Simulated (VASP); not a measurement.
Runs of VASP 6.6.1 on V. The structure is that of space group Fddd (No. 70), or close to it. The cells are those of the table. 

```csv
cell,k mesh,gap on the mesh (eV),pressure (GPa)
"a = 4.846, b = 4.846, c = 2.901 Å, angles 96.8, 96.8, 149.1°, 2 atoms",16 × 16 × 14,none,-14.8
"a = 4.666, b = 4.666, c = 2.794 Å, angles 96.8, 96.8, 149.1°, 2 atoms",14 × 14 × 9,none,0.3
"a = 4.728, b = 4.728, c = 2.830 Å, angles 96.8, 96.8, 149.1°, 2 atoms",16 × 16 × 14,none,(b)
"a = 4.666, b = 4.666, c = 2.794 Å, angles 96.8, 96.8, 149.1°, 2 atoms",16 × 16 × 14,none,(a)
"a = 4.787, b = 4.787, c = 2.866 Å, angles 96.8, 96.8, 149.1°, 2 atoms",16 × 16 × 14,none,-10.8
"a = 4.472, b = 4.472, c = 2.677 Å, angles 96.8, 96.8, 149.1°, 2 atoms",16 × 16 × 14,none,27.5
```

Alike in all rows: task single point; level RPBE; potentials or basis VASP PAW PBE potentials, release 64 (V_sv); no spin polarisation; cutoff (eV) 520; smearing fermi-dirac 0.1 eV.

Question: Estimate the missing entries.

Answer: (a) 0.2; (b) -5.8.

Caveats: the PAW data sets were made with another functional, which shifts forces and pressure a little; the cell stands under tension (at least some runs); the cell stands under pressure (at least some runs).

A gap of «none» marks levels without a gap at the run's occupations.
